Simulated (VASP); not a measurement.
Write the native input for VASP 6.6.1 that does the following.

| Quantity | Value |
| --- | --- |
| Task | single point |
| Functional | PBE |
| Potentials or basis | VASP PAW PBE potentials, release 64 (Mg) |
| Cutoff | 520 eV |
| k mesh | 14 × 14 × 12 |
| Occupations | gaussian, width 0.1 eV |
| Spin | no spin polarisation |
| Dipole correction | no |
| Further INCAR settings | ALGO = Fast; EDIFF = 1e-06; NBANDS = 7 |

The structure of Mg lies in POSCAR:

```
Mg
1.0
    3.0360854034     -0.0305029980     -0.0113776183
   -1.5444590729      2.6218076745     -0.0064627216
   -0.0113572441     -0.0140062528      3.0427061837
Mg
1
Direct
    0.0000000000      0.0000000000      0.0000000000
```

This cell differs from its parent crystal: the cell strained at random.

One way to write it, as run:

INCAR

```
SYSTEM = Mg
ALGO     = Fast           ! electronic algorithm
EDIFF    = 1E-6           ! SCF threshold, eV
ENCUT    = 520            ! plane-wave cutoff, eV
GGA      = PE             ! functional
ISIF     = 2              ! what is computed and relaxed
ISMEAR   = 0              ! smearing method
LASPH    = .True.         ! aspherical terms in the spheres
LCHARG   = .False.        ! write CHGCAR
LREAL    = .False.        ! projectors in reciprocal space
LWAVE    = .False.        ! write WAVECAR
NBANDS   = 7              ! bands
NELM     = 80             ! most SCF steps
PREC     = Accurate       ! precision mode
SIGMA    = 0.1            ! smearing width, eV
```

KPOINTS

```
k-points
0
Gamma
  14 14 12
  0 0 0
```

Potentials or basis: VASP PAW PBE potentials, release 64 (Mg).

Command:

```sh
$ cat potpaw_PBE.64/Mg/POTCAR > POTCAR
$ mpirun -np 1 vasp_std > vasp.out
```

Results of the run:

```
Pressure               : 1.9 GPa
Band gap on the k mesh : zero (band 1 reaches 5.01 eV, above the bottom of band 2 at -0.05 eV)
```

Caveat: the cell differs from its parent crystal (the cell strained at random).

Wall time 2.1 min on 1 thread of Intel(R) Xeon(R) Platinum 8375C CPU @ 2.90GHz (Ice Lake) (shared host), peak memory 0.32 GiB.
